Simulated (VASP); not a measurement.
Input of a VASP 6.6.1 run:

Contents of POSCAR:

```
Fe
1.0
    3.6778763236      0.0000000000      0.0000000000
   -1.8389381618      3.1851343283      0.0000000000
    0.0000000000      0.0000000000      4.1947056031
Fe
4
Direct
    0.0000000000      0.0000000000      0.2500000000
    0.0000000000      0.0000000000      0.7500000000
    0.3333333333      0.6666666667      0.7500000000
    0.6666666667      0.3333333333      0.2500000000
```

Contents of INCAR.step1:

```
SYSTEM = Fe
ALGO     = Normal         ! electronic algorithm
EDIFF    = 1E-4           ! SCF threshold, eV
ENCUT    = 520            ! plane-wave cutoff, eV
GGA      = PE             ! functional
ISMEAR   = 0              ! smearing method
LASPH    = .True.         ! aspherical terms in the spheres
LCHARG   = .False.        ! write CHGCAR
LREAL    = .False.        ! projectors in reciprocal space
LWAVE    = .True.         ! write WAVECAR
NBANDS   = 24             ! bands
NELM     = 100            ! most SCF steps
PREC     = Accurate       ! precision mode
SIGMA    = 0.1            ! smearing width, eV
```

Contents of INCAR.step2:

```
SYSTEM = Fe
ALGO     = Normal         ! electronic algorithm
EDIFF    = 1E-6           ! SCF threshold, eV
ENCUT    = 520            ! plane-wave cutoff, eV
ISIF     = 2              ! what is computed and relaxed
ISMEAR   = 0              ! smearing method
ISTART   = 1            
LASPH    = .True.         ! aspherical terms in the spheres
LCHARG   = .False.        ! write CHGCAR
LMIXTAU  = .True.       
LREAL    = .False.        ! projectors in reciprocal space
LWAVE    = .False.        ! write WAVECAR
METAGGA  = R2SCAN         ! meta-GGA
NBANDS   = 24             ! bands
NELM     = 100            ! most SCF steps
PREC     = Accurate       ! precision mode
SIGMA    = 0.1            ! smearing width, eV
```

The input KPOINTS:

```
k-points
0
Gamma
  6 6 4
  0 0 0
```

Potentials or basis: VASP PAW PBE potentials, release 64 (Fe).

Run with:

```console
$ cat potpaw_PBE.64/Fe/POTCAR > POTCAR
$ cp INCAR.step1 INCAR
$ mpirun -np 1 vasp_std > vasp.out
$ cp INCAR.step2 INCAR
$ mpirun -np 1 vasp_std > vasp.out
```

Question: What does it give for the pressure?

Answer: -0.4 GPa.

Question: What does it give for the band gap on the k mesh?

Answer: Zero (band 16 reaches 5.69 eV, above the bottom of band 17 at 4.71 eV).

Stress tensor (GPa, compression positive):
```
-0.68  0.00  0.00
 0.00 -0.68  0.00
 0.00  0.00  0.19
```

Caveat: the k points lie up to 0.37 Å⁻¹ apart; the PAW data sets were made with another functional, which shifts forces and pressure a little; the run has no spin polarisation, though such a crystal can be magnetic. Spin polarisation is off, so any magnetic state and its effect on volume and gap are missing.
